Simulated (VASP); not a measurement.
Wanted: the native input for a VASP 6.6.1 run.

```
Task                   : relaxation of cell and atoms
Functional             : PBE
Potentials or basis    : VASP PAW PBE potentials, release 64 (La, Ta_pv, O)
Cutoff                 : 600 eV
k mesh                 : 8 × 8 × 6
Occupations            : gaussian, width 0.1 eV
Spin                   : no spin polarisation
Dipole correction      : no
Further INCAR settings : ALGO = Normal; EDIFF = 1e-06; IBRION = 2; EDIFFG = -0.01; NSW = 100; ISIF = 3
```

The structure of LaTaO lies in POSCAR:

```
LaTaO
1.0
    4.5429396719      0.0000000000      0.0000000000
    0.0000000000      4.5429396719      0.0000000000
    0.0000000000      0.0000000000      6.0148858505
La Ta O
2 2 2
Direct
    0.0000000000      0.0000000000      0.0000000000
    0.5000000000      0.5000000000      0.0000000000
    0.5000000000      0.0000000000      0.5351472743
    0.0000000000      0.5000000000      0.4648527257
    0.5000000000      0.0000000000      0.8628176751
    0.0000000000      0.5000000000      0.1371823249
```

The cell was built from a structure type or drawn by symmetry, and may not be a known phase.

The input as run:

INCAR

```
SYSTEM = LaTaO
ALGO = Normal
EDIFF = 1E-6
EDIFFG = -0.01
ENCUT = 600
GGA = PE
IBRION = 2
ISIF = 3
ISMEAR = 0
LASPH = .TRUE.
LCHARG = .FALSE.
LREAL = .FALSE.
LWAVE = .FALSE.
NELM = 80
NSW = 100
PREC = Accurate
SIGMA = 0.1
```

KPOINTS

```
k-points
0
G
  8 8 6
  0 0 0
```

Potentials or basis: VASP PAW PBE potentials, release 64 (La, Ta_pv, O).

The run is started by

```bash
$ cat potpaw_PBE.64/La/POTCAR potpaw_PBE.64/Ta_pv/POTCAR potpaw_PBE.64/O/POTCAR > POTCAR
$ mpirun -np 1 vasp_std > vasp.out
```

It gave:

```json
{
 "Relaxed volume": "20.66 Å³/atom",
 "Relaxed cell": "a = 4.551 Å, b = 4.551 Å, c = 5.986 Å, α = 90.00°, β = 90.00°, γ = 90.00°",
 "Space group after relaxing (to 0.1 Å)": "P4/nmm (No. 129)",
 "Energy gained by relaxing": "0.4 meV/atom",
 "Ionic steps": "13",
 "Pressure after relaxing": "0.0 GPa",
 "Largest force after relaxing": "0.005 eV/Å",
 "Band gap on the k mesh": "zero (bands 28 and 29 overlap by 0.89 eV)"
}
```

Caveat: spin-orbit coupling is left out, which moves the levels of the heavy elements.

Run time: 15 min on 1 thread of Intel(R) Xeon(R) 6975P-C (Granite Rapids), with other jobs on the host, peak memory 0.47 GiB.
